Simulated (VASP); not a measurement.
# CdSe (P6_3mc) in VASP: notebook

CdSe is run at these levels: r2SCAN; tasks: single point.

All numbers are computed with VASP 6.6.1; they aren't measurements. Logs are shortened: lines on timing, memory, paths and dates and some standing lists are left out, and cuts for length are marked.

### 1 The cell of the first run

It takes space group P6_3mc (No. 186, hexagonal). The conventional cell has a = 4.538 Å, b = 4.538 Å, c = 6.295 Å, α = 90.00°, β = 90.00°, γ = 120.00°. Within 3.1 Å of Cd (site symmetry 3m) lie 4 Se at 2.36 to 2.74 Å. Se (site symmetry 3m) has 4 Cd at 2.36 to 2.74 Å within 3.1 Å.

### 2 Single point, r2SCAN

Contents of POSCAR:

```
CdSe
1.0
    4.5377853342      0.0000000000      0.0000000000
   -2.2688926671      3.9298373763      0.0000000000
    0.0000000000      0.0000000000      6.2948590124
Cd Se
2 2
Direct
    0.6666666667      0.3333333333      0.0000000000
    0.3333333333      0.6666666667      0.5000000000
    0.6666666667      0.3333333333      0.3750000000
    0.3333333333      0.6666666667      0.8750000000
```

Contents of INCAR.step1:

```
  PREC = Accurate
  ENCUT = 520
  ISMEAR = 0
  SIGMA = 0.05
  LREAL = F
  LASPH = T
  NELM = 80
  NBANDS = 26
  GGA = PE
  ALGO = Normal
  EDIFF = 1E-4
  LWAVE = T
  LCHARG = F
```

Contents of INCAR.step2:

```
  PREC = Accurate
  ENCUT = 520
  EDIFF = 1E-6
  ISMEAR = 0
  SIGMA = 0.05
  LREAL = F
  LASPH = T
  NELM = 80
  ALGO = Normal
  ISIF = 2
  LWAVE = F
  LCHARG = F
  METAGGA = R2SCAN
  LMIXTAU = T
  NBANDS = 26
  ISTART = 1
```

Contents of KPOINTS:

```
regular mesh
0
Gamma
  12 12 4
```

Potentials or basis: VASP PAW PBE potentials, release 64 (Cd, Se).

Launch:

```bash
$ cat potpaw_PBE.64/Cd/POTCAR potpaw_PBE.64/Se/POTCAR > POTCAR
$ cp INCAR.step1 INCAR
$ mpirun -np 1 vasp_std > vasp.out
$ cp INCAR.step2 INCAR
$ mpirun -np 1 vasp_std > vasp.out
```

OUTCAR:

```text
PREC = Accurate
   ENCUT = 520
   EDIFF = 1E-6
   ISMEAR = 0
   LREAL = F
   LASPH = T
   NELM = 80
   ISIF = 2
   METAGGA = R2SCAN
   ISTART = 1

 ion  position               nearest neighbor table
   1  0.667  0.333  0.000-   3 2.36   4 2.74   4 2.74   4 2.74
   2  0.333  0.667  0.500-   4 2.36   3 2.74   3 2.74   3 2.74
   3  0.667  0.333  0.375-   1 2.36   2 2.74   2 2.74   2 2.74
   4  0.333  0.667  0.875-   2 2.36   1 2.74   1 2.74   1 2.74

  LATTYP: Found a hexagonal cell.
 ALAT       =     4.5377853342
 C/A-ratio  =     1.3872095194

  Lattice vectors:

 A1 = (   4.5377853342,   0.0000000000,   0.0000000000)
 A2 = (  -2.2688926671,   3.9298373763,   0.0000000000)
 A3 = (   0.0000000000,   0.0000000000,   6.2948590124)

Analysis of symmetry for initial positions (statically):
=====================================================================
 Subroutine PRICEL returns:
 Original cell was already a primitive cell.

 Routine SETGRP: Setting up the symmetry group for a
 hexagonal supercell.

 Subroutine GETGRP returns: Found 12 space group operations
 (whereof  6 operations were pure point group operations)
 out of a pool of 24 trial point group operations.

The static configuration has the point symmetry C_3v.
 The point group associated with its full space group is C_6v.

Analysis of symmetry for dynamics (positions and initial velocities):
=====================================================================
 Subroutine PRICEL returns:
 Original cell was already a primitive cell.

 Routine SETGRP: Setting up the symmetry group for a
 hexagonal supercell.

 Subroutine GETGRP returns: Found 12 space group operations
 (whereof  6 operations were pure point group operations)
 out of a pool of 24 trial point group operations.

The dynamic configuration has the point symmetry C_3v.
 The point group associated with its full space group is C_6v.

 Subroutine INISYM returns: Found 12 space group operations
 (whereof  6 operations are pure point group operations),
 and found     1 'primitive' translations

----------------------------------------------------------------------------------------

                                     Primitive cell

  volume of cell :     112.2547

  direct lattice vectors                    reciprocal lattice vectors
     4.537785334  0.000000000  0.000000000     0.220371817  0.127231728  0.000000000
    -2.268892667  3.929837376  0.000000000     0.000000000  0.254463456  0.000000000
     0.000000000  0.000000000  6.294859012     0.000000000  0.000000000  0.158859793

  length of vectors
     4.537785334  4.537785334  6.294859012     0.254463456  0.254463456  0.158859793

  position of ions in fractional coordinates (direct lattice)
     0.666666667  0.333333333  0.000000000
     0.333333333  0.666666667  0.500000000
     0.666666667  0.333333333  0.375000000
     0.333333333  0.666666667  0.875000000

  ion indices of the primitive-cell ions
   primitive index   ion index
                 1           1
                 2           2
                 3           3
                 4           4

----------------------------------------------------------------------------------------

 KPOINTS: regular mesh

Automatic generation of k-mesh.
 Grid dimensions read from file:
 generate k-points for:   12   12    4

 Generating k-lattice:

  Cartesian coordinates                     Fractional coordinates (reciprocal lattice)
     0.018364318  0.010602644  0.000000000     0.083333333 -0.000000000  0.000000000
     0.000000000  0.021205288  0.000000000     0.000000000  0.083333333  0.000000000
     0.000000000  0.000000000  0.039714948     0.000000000  0.000000000  0.250000000

  Length of vectors
     0.021205288  0.021205288  0.039714948

  Shift w.r.t. Gamma in fractional coordinates (k-lattice)
     0.000000000  0.000000000  0.000000000

 Subroutine IBZKPT returns following result:
 ===========================================

 Found     57 irreducible k-points:

 Following reciprocal coordinates:
            Coordinates               Weight
  0.000000  0.000000  0.000000      1.000000
  0.083333 -0.000000  0.000000      6.000000
  0.166667  0.000000  0.000000      6.000000
  0.250000 -0.000000  0.000000      6.000000
  0.333333 -0.000000  0.000000      6.000000
  0.416667 -0.000000  0.000000      6.000000
[... 16 lines left out ...]
  0.250000 -0.000000  0.250000     12.000000
  0.333333 -0.000000  0.250000     12.000000
 [... further k-points ...]
   k-points           NKPTS =     57   k-points in BZ     NKDIM =     57   number of bands    NBANDS=     26
   number of dos      NEDOS =    301   number of ions     NIONS =      4
   total plane-waves  NPLWV =  62208
   dimension x,y,z NGX =    36 NGY =   36 NGZ =   48
   dimension x,y,z NGXF=    72 NGYF=   72 NGZF=   96
   ions per type =               2   2
   NGX,Y,Z   is equivalent  to a cutoff of  13.19, 13.19, 12.68 a.u.
   NGXF,Y,Z  is equivalent  to a cutoff of  26.38, 26.38, 25.35 a.u.
 SYSTEM =  unknown system
   PREC   = accura    normal or accurate (medium, high low for compatibility)
   ISTART =      1    job   : 0-new  1-cont  2-samecut
   ICHARG =      0    charge: 1-file 2-atom 10-const
   ISPIN  =      1    spin polarized calculation?
   LNONCOLLINEAR =      F non collinear calculations
   LSORBIT =      F    spin-orbit coupling
   LASPH  =      T    aspherical Exc in radial PAW
   ENCUT  =  520.0 eV  38.22 Ry    6.18 a.u.   8.44  8.44 11.70*2*pi/ulx,y,z
   NELM   =     80;   NELMIN=  2; NELMDL=  0     # of ELM steps
   EDIFF  = 0.1E-05   stopping-criterion for ELM
   LREAL  =      F    real-space projection
   EDIFFG = 0.1E-04   stopping-criterion for IOM
   NSW    =      0    number of steps for IOM
[... 5 lines left out ...]
   TEBEG  =    0.0;   TEEND  =   0.0 temperature during run
   PSTRESS=    0.0 pullay stress
   NELECT =      36.0000    total number of electrons
   NUPDOWN=      -1.0000    fix difference up-down
   EMIN   =  10.00;   EMAX   =-10.00  energy-range for DOS
   EFERMI =   0.00;   METHOD = LEGACY
   ISMEAR =     0;   SIGMA  =   0.05  broadening in eV -4-tet -1-fermi 0-gaus
   EFERMI_NEDOS =   21; number of points for ismear=-14 and -15
   IALGO  =     38    algorithm
   IMIX   =      4    mixing-type and parameters
     AMIX     =   0.40;   BMIX     =  1.00
     AMIX_MAG =   1.60;   BMIX_MAG =  1.00
  volume/ion in A,a.u.               =      28.06       189.38
  Fermi-wavevector in a.u.,A,eV,Ry     =   1.120575  2.117579 17.084668  1.255688
  Thomas-Fermi vector in A             =   2.257222
   LORBIT       =      0    0 simple, 1 ext, 2 COOP (PROOUT), +10 PAW based schemes
   METAGGA = R2SCAN    functional components
   LHFCALC =     F    Hartree Fock is set to
   AEXX    =    0.0000 exact exchange contribution
   IVDW    =     0    specifies the selected vdW correction
   LEPSILON=     F    determine dielectric tensor
   LRPA    =     F    only Hartree local field effects (RPA)
 non-spin polarized calculation
 Gauss-broadening in eV      SIGMA  =   0.05
  energy-cutoff  :      520.00
  volume of cell :      112.25
 maximum number of plane-waves:      3077
 NGX is ok and might be reduce to    36

 number of electron      36.0000004 magnetization

 Free energy of the ion-electron system (eV)
  ---------------------------------------------------
  ext. energy  EPLUGINS =         0.00000000
  ---------------------------------------------------
  free energy    TOTEN  =       -71.05437132 eV

  energy without entropy =      -71.05437132  energy(sigma->0) =      -71.05437132

 E-fermi :   0.9236     XC(G=0):  -9.4066

 val. band max:        0.6749617920   @ k =   0.0000   0.0000   0.0000
 cond. band min:       1.8801904954   @ k =   0.0000   0.0000   0.0000
 fundamental gap:      1.2052287034
 Fermi energy:         0.9235672005

 k-point     1 :       0.0000    0.0000    0.0000
  band No.  band energies     occupation
      1     -12.4864      2.00000
      2     -11.9747      2.00000
      3      -7.6941      2.00000
      4      -7.5161      2.00000
      5      -7.5161      2.00000
      6      -7.3529      2.00000
[... 18 lines left out ...]
     25       9.2811      0.00000
     26       9.7740      0.00000

 k-point     2 :       0.0833   -0.0000    0.0000
  band No.  band energies     occupation
      1     -12.4684      2.00000
      2     -11.9722      2.00000
      3      -7.6861      2.00000
      4      -7.5138      2.00000
      5      -7.5049      2.00000
      6      -7.3536      2.00000
[... 18 lines left out ...]
     25       9.3017      0.00000
     26       9.4955      0.00000

 k-point     3 :       0.1667    0.0000    0.0000
  band No.  band energies     occupation
      1     -12.4175      2.00000
      2     -11.9667      2.00000
      3      -7.6635      2.00000
      4      -7.5086      2.00000
      5      -7.4736      2.00000
      6      -7.3542      2.00000
[... 18 lines left out ...]
     25       8.7104      0.00000
     26       9.5517      0.00000

 k-point     4 :       0.2500   -0.0000    0.0000
  band No.  band energies     occupation
      1     -12.3434      2.00000
      2     -11.9632      2.00000
      3      -7.6317      2.00000
      4      -7.5040      2.00000
      5      -7.4359      2.00000
      6      -7.3507      2.00000
[... 18 lines left out ...]
     25       9.3067      0.00000
     26       9.6677      0.00000
[... 496 lines left out ...]
      1     -12.3406      2.00000
      2     -12.0189      2.00000
      3      -7.6457      2.00000
      4      -7.4919      2.00000
      5      -7.4617      2.00000
      6      -7.3972      2.00000
[... 18 lines left out ...]
     25       8.1721      0.00000
     26       9.2820      0.00000

 k-point    23 :       0.2500   -0.0000    0.2500
  band No.  band energies     occupation
      1     -12.2755      2.00000
      2     -12.0043      2.00000
      3      -7.6254      2.00000
      4      -7.4813      2.00000
      5      -7.4399      2.00000
      6      -7.3824      2.00000
[... 18 lines left out ...]
     25       8.7991      0.00000
     26       9.3246      0.00000

 k-point    24 :       0.3333   -0.0000    0.2500
  band No.  band energies     occupation
      1     -12.2043      2.00000
      2     -11.9952      2.00000
      3      -7.6044      2.00000
      4      -7.4732      2.00000
      5      -7.4459      2.00000
      6      -7.3620      2.00000
[... 18 lines left out ...]
     25       9.4163      0.00000
     26       9.5229      0.00000

 [... further k-points ...]

------------------------ aborting loop because EDIFF is reached ----------------------------------------

  FORCE on cell =-STRESS in cart. coord.  units (eV):
  Direction    XX          YY          ZZ          XY          YZ          ZX
  --------------------------------------------------------------------------------------
  -------------------------------------------------------------------------------------
  Total       -1.5980997     -1.5980997     13.5213230      0.0000000      0.0000000      0.0000000
  in kB      -22.8091931    -22.8091931    192.9857481      0.0000000      0.0000000      0.0000000
  external PRESSURE =      49.1224540 kB  Pullay stress =       0.0000000 kB

 VOLUME and BASIS-vectors are now :
 -----------------------------------------------------------------------------
  energy-cutoff  :      520.00
  volume of cell :      112.25
      direct lattice vectors                 reciprocal lattice vectors
     4.537785334  0.000000000  0.000000000     0.220371817  0.127231728  0.000000000
    -2.268892667  3.929837376  0.000000000     0.000000000  0.254463456  0.000000000
     0.000000000  0.000000000  6.294859012     0.000000000  0.000000000  0.158859793

 POSITION                                       TOTAL-FORCE (eV/Angst)
 -----------------------------------------------------------------------------------
      2.26889      1.30995      0.00000         0.000000     -0.000000     -2.363220
     -0.00000      2.61989      3.14743        -0.000000      0.000000     -2.363220
      2.26889      1.30995      2.36057         0.000000      0.000000      2.363220
     -0.00000      2.61989      5.50800        -0.000000      0.000000      2.363220
 -----------------------------------------------------------------------------------
    total drift:                               -0.000000     -0.000000     -0.003409

  FREE ENERGIE OF THE ION-ELECTRON SYSTEM (eV)
  ---------------------------------------------------
  free  energy   TOTEN  =       -71.0543713165 eV

  energy  without entropy=      -71.0543713165  energy(sigma->0) =      -71.05437132
```

It took 4.8 min on 1 thread of AMD EPYC 9R45 (Zen 5), shared host; peak memory 0.32 GiB.

Results:

```
Free energy            : -71.0544 eV
Pressure               : 4.9 GPa
Largest force          : 2.363 eV/Å
Band gap on the k mesh : 1.21 eV
```

Forces on the atoms (eV/Å):
```
Cd   0.000  0.000 -2.363
Cd   0.000  0.000 -2.363
Se   0.000  0.000  2.363
Se   0.000  0.000  2.363
```

Stress tensor (GPa, compression positive):
```
-2.28  0.00  0.00
 0.00 -2.28  0.00
 0.00  0.00 19.30
```

Levels at points of the mesh, in eV from the valence-band top:
| k point | band 14 | band 15 | band 16 | band 17 | band 18 | band 19 | band 20 | band 21 | band 22 | band 23 |
| --- | --- | --- | --- | --- | --- | --- | --- | --- | --- | --- |
| (0.00, 0.00, 0.00) | -1.33 | -1.33 | -0.10 | -0.10 | 0.00 | 1.21 | 1.92 | 5.79 | 5.79 | 7.45 |
| (0.50, 0.00, 0.00) | -3.24 | -2.78 | -2.30 | -1.40 | -0.55 | 3.10 | 3.81 | 5.66 | 6.62 | 7.08 |
| (0.00, 0.00, 0.50) | -2.45 | -0.73 | -0.73 | -0.73 | -0.73 | 2.77 | 2.77 | 6.17 | 6.17 | 6.17 |
| (0.50, 0.00, 0.50) | -4.23 | -1.50 | -1.50 | -0.94 | -0.94 | 3.50 | 3.50 | 5.77 | 5.77 | 8.09 |

Caveat: the stress differs along the axes, from -2 to 19 GPa; the PAW data sets were made with another functional, which shifts forces and pressure a little. A k mesh can miss the band edges.

### 3 Single point, r2SCAN

This run uses another cell than the first one, of the same volume but with other edges.

Contents of POSCAR:

```
CdSe
1.0
    4.0450432894      0.0000000000      0.0000000000
   -2.0225216447      3.5031102480      0.0000000000
    0.0000000000      0.0000000000      7.9218671398
Cd Se
2 2
Direct
    0.6666666667      0.3333333333      0.0000000000
    0.3333333333      0.6666666667      0.5000000000
    0.6666666667      0.3333333333      0.3750000000
    0.3333333333      0.6666666667      0.8750000000
```

Contents of INCAR.step1:

```
ALGO = Normal
EDIFF = 1E-4
ENCUT = 520
GGA = PE
ISMEAR = 0
LASPH = T
LCHARG = F
LREAL = F
LWAVE = T
NBANDS = 26
NELM = 80
PREC = Accurate
SIGMA = 0.05
```

Contents of INCAR.step2:

```
ALGO = Normal
EDIFF = 1E-7
ENCUT = 520
ISIF = 2
ISMEAR = 0
ISTART = 1
LASPH = T
LCHARG = F
LMIXTAU = T
LREAL = F
LWAVE = F
METAGGA = R2SCAN
NBANDS = 26
NELM = 80
PREC = Accurate
SIGMA = 0.05
```

Contents of KPOINTS:

```
k-points
0
Gamma
  12 12 4
```

Potentials or basis: VASP PAW PBE potentials, release 64 (Cd, Se).

Launch:

```bash
$ cat potpaw_PBE.64/Cd/POTCAR potpaw_PBE.64/Se/POTCAR > POTCAR
$ cp INCAR.step1 INCAR
$ mpirun -np 1 vasp_std > vasp.out
$ cp INCAR.step2 INCAR
$ mpirun -np 1 vasp_std > vasp.out
```

Run time: 5.7 min. Hardware: 1 thread of AMD EPYC 9R45 (Zen 5), shared host; peak memory 0.3 GiB.

It converged, with:

* Free energy: -71.1816 eV
* Pressure: 4.5 GPa
* Largest force: 0.851 eV/Å
* Band gap on the k mesh: 0.72 eV

Forces in eV/Å, atoms in the order of the input:
```
Cd   0.000  0.000  0.851
Cd   0.000  0.000  0.851
Se   0.000  0.000 -0.851
Se   0.000  0.000 -0.851
```

Stress tensor (GPa, compression positive):
```
 8.99  0.00  0.00
 0.00  8.99  0.00
 0.00  0.00 -4.61
```

Levels at points of the mesh, in eV from the valence-band top:
| k point | band 15 | band 16 | band 17 | band 18 | band 19 | band 20 | band 21 | band 22 |
| --- | --- | --- | --- | --- | --- | --- | --- | --- |
| (0.00, 0.00, 0.00) | -0.41 | -0.41 | 0.00 | 0.00 | 0.72 | 3.36 | 5.37 | 6.69 |
| (0.50, 0.00, 0.00) | -2.79 | -1.68 | -1.65 | -1.06 | 2.88 | 4.05 | 4.35 | 4.94 |
| (0.00, 0.00, 0.50) | -0.21 | -0.21 | -0.21 | -0.21 | 2.82 | 2.82 | 5.45 | 5.45 |
| (0.50, 0.00, 0.50) | -1.96 | -1.96 | -1.39 | -1.39 | 2.71 | 2.71 | 4.99 | 4.99 |

Caveat: the stress differs along the axes, from -5 to 9 GPa; semilocal functionals underestimate gaps, and a narrow one can read as zero; the PAW data sets were made with another functional, which shifts forces and pressure a little. A k mesh can miss the band edges.
